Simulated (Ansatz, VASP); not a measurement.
## Two plane-wave programs on Na2S

```
CELL_PARAMETERS angstrom
0.00000 3.19200 3.19200
3.19200 0.00000 3.19200
3.19200 3.19200 0.00000
ATOMIC_POSITIONS crystal
Na 0.25000 0.25000 0.25000
Na 0.75000 0.75000 0.75000
S 0.00000 0.00000 0.00000
```

Alike in both runs: functional LDA; k mesh 8 × 8 × 8; no spin polarisation.

Ansatz relaxed the structure, and its values are those at the end. VASP's run is a single point on that final structure, the one shown.

|  | VASP | Ansatz |
| --- | --- | --- |
| version | VASP 6.6.1 | Ansatz 0.2.0 |
| potentials or method | VASP PAW LDA potentials, release 64 (Na_pv, S), cutoff 500 eV | scalar-relativistic, plane waves, PAW |
| occupations | gaussian, width 0.01 eV | fixed |
| valence electrons in the cell | 20 | 24 |

VASP gave:

| Item | Value |
| --- | --- |
| gap on the k mesh at the Fermi level (eV) | 2.49 |
| least direct gap on the mesh (eV) | 2.49 |
| pressure (GPa) | 0.0 |

**Question.** Which values does Ansatz return?

**Answer.** gap on the k mesh at the Fermi level (eV): 2.48; least direct gap on the mesh (eV): 2.48; pressure (GPa): 0.0.

LDA's correlation is that of Perdew and Zunger in VASP and of Perdew and Wang (1992) in Ansatz. VASP's potentials hold 20 valence electrons a cell and Ansatz's 24, so a difference there can come from the potentials and not from the codes.
